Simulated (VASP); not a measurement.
Set up this calculation in VASP 6.6.1, as the native input.

```
Task                   : single point
Functional             : PBE
Potentials or basis    : VASP PAW PBE potentials, release 64 (Hf_pv, N)
Cutoff                 : 520 eV
k mesh                 : 12 × 12 × 12
Occupations            : gaussian, width 0.15 eV
Spin                   : no spin polarisation
Dipole correction      : no
Further INCAR settings : ALGO = Normal; EDIFF = 1e-06; NBANDS = 14
```

The structure of HfN lies in POSCAR:

```
HfN
1.0
    0.0001319336      2.2736894525      2.2736390351
    2.2738037341     -0.0000103972      2.2737813660
    2.2736820026      2.2737100519      0.0001113342
Hf N
1 1
Direct
   -0.0000014613     -0.0000001573      0.0000012828
    0.5000014613      0.5000001573      0.4999987172
```

The input as run:

INCAR

```
PREC = Accurate
ENCUT = 520
EDIFF = 1E-6
ISMEAR = 0
SIGMA = 0.15
LREAL = False
LASPH = True
NELM = 80
ALGO = Normal
ISIF = 2
LWAVE = False
LCHARG = True
GGA = PE
LELF = True
LVHAR = True
NBANDS = 14
```

KPOINTS

```
Automatic mesh
0
Gamma
  12 12 12
```

Potentials or basis: VASP PAW PBE potentials, release 64 (Hf_pv, N).

Launch:

```bash
$ cat potpaw_PBE.64/Hf_pv/POTCAR potpaw_PBE.64/N/POTCAR > POTCAR
$ mpirun -np 1 vasp_std > vasp.out
```

It gave:

```
Pressure               : -2.3 GPa
Band gap on the k mesh : zero (an odd number of electrons rules out a gap without spin polarisation)
```

Caveat: spin-orbit coupling is left out, which moves the levels of the heavy elements.

Wall time 36 s on 1 thread of Intel(R) Xeon(R) 6975P-C (Granite Rapids) (shared host), peak memory 0.27 GiB.
